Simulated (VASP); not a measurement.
Li3SeF: single point with PBE

Li3SeF:

```
Li Se F
1.0
     4.27971    0.00000    0.00000
     0.00000    4.27971    0.00000
     0.00000    0.00000    4.28000
Li Se F
3 1 1
Cartesian
  0.0000 2.1399 2.1985
  0.0000 0.0000 0.0601
  2.1399 0.0000 2.1985
  0.0000 0.0000 2.2025
  2.1399 2.1399 0.0245
```

The cell was built from a structure type or drawn by symmetry, and may not be a known phase.

| Item | Value |
| --- | --- |
| Program | VASP 6.6.1 |
| Task | single point |
| Functional | PBE |
| Potentials or basis | VASP PAW PBE potentials, release 64 (Li_sv, Se, F) |
| Cutoff | 520 eV |
| k mesh | 4 × 4 × 4 |
| Occupations | gaussian, width 0.1 eV |
| Spin | no spin polarisation |

The largest force is 0.074 eV/Å and the band gap on the k mesh is 3.89 eV.

Forces on the atoms (eV/Å):
```
Li   0.000  0.000  0.030
Li   0.000  0.000  0.030
Li   0.000  0.000  0.030
Se   0.000  0.000 -0.074
F    0.000  0.000 -0.015
```

Levels at points of the mesh, in eV from the valence-band top:
| k point | band 7 | band 8 | band 9 | band 10 | band 11 | band 12 | band 13 | band 14 | band 15 | band 16 |
| --- | --- | --- | --- | --- | --- | --- | --- | --- | --- | --- |
| (0.00, 0.00, 0.00) | -1.77 | -1.77 | -0.35 | -0.35 | -0.35 | 4.33 | 8.09 | 8.09 | 10.88 | 10.88 |
| (0.50, 0.00, 0.00) | -1.27 | -1.27 | -0.95 | -0.72 | -0.72 | 6.93 | 7.41 | 7.74 | 7.74 | 8.30 |
| (0.50, 0.50, 0.00) | -1.91 | -1.05 | -0.66 | 0.00 | 0.00 | 3.89 | 7.58 | 7.58 | 8.74 | 8.74 |
| (0.00, 0.00, 0.50) | -1.27 | -1.27 | -0.95 | -0.72 | -0.72 | 6.93 | 7.42 | 7.74 | 7.74 | 8.29 |
| (0.50, 0.00, 0.50) | -1.91 | -1.05 | -0.66 | 0.00 | 0.00 | 3.89 | 7.59 | 7.59 | 8.72 | 8.74 |
| (0.50, 0.50, 0.50) | -1.08 | -1.08 | -0.80 | -0.80 | -0.80 | 5.12 | 5.12 | 5.12 | 10.71 | 10.71 |

It took 21 s on 1 thread of Intel(R) Xeon(R) Platinum 8488C (Sapphire Rapids), on a shared host, peak memory 0.18 GiB.

 A k mesh can miss the band edges.
